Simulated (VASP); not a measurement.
Here is a VASP 6.6.1 calculation.

The input INCAR:

```
ALGO     = Normal         # electronic algorithm
EDIFF    = 1E-8           # SCF threshold, eV
ENCUT    = 500            # plane-wave cutoff, eV
GGA_COMPAT= False        
IBRION   = 8              # ionic algorithm
ISIF     = 2              # what is computed and relaxed
ISMEAR   = 0              # smearing method
LASPH    = True           # aspherical terms in the spheres
LCHARG   = False          # write CHGCAR
LEPSILON = True           # dielectric tensor by DFPT
LREAL    = False          # projectors in reciprocal space
LWAVE    = False          # write WAVECAR
NELM     = 120            # most SCF steps
NSW      = 1              # ionic steps
PREC     = Accurate       # precision mode
SIGMA    = 0.01           # smearing width, eV
```

The input KPOINTS:

```
k-points
0
Gamma
  6 6 6
```

The input POSCAR:

```
CsCl
1.0
    3.6486823727      0.0000000000      0.0000000000
    0.0000000000      3.6486823727      0.0000000000
    0.0000000000      0.0000000000      3.6486823727
Cs Cl
1 1
Direct
    0.0000000000      0.0000000000      0.0000000000
    0.5000000000      0.5000000000      0.5000000000
```

Potentials or basis: VASP PAW LDA potentials, release 64 (Cs_sv, Cl).

Command:

```console
$ cat potpaw_LDA.64/Cs_sv/POTCAR potpaw_LDA.64/Cl/POTCAR > POTCAR
$ mpirun -np 1 vasp_std > vasp.out
```

Task: What does it give for the electronic dielectric tensor (diagonal)?

Result: 3.84.

Task: Estimate the Born charges (mean of the diagonal).

Result: Cs +1.42; Cl -1.42 e.

Task: Estimate the highest phonon frequency at Γ, LO-TO splitting left out.

Result: 200 cm⁻¹.

Born effective charge tensors (e):
atom 1, Cs
```
1.42 0.00 0.00
0.00 1.42 0.00
0.00 0.00 1.42
```
atom 2, Cl
```
-1.42  0.00  0.00
 0.00 -1.42  0.00
 0.00  0.00 -1.42
```

Caveat: the cell wasn't relaxed at this level first, which shifts response properties.
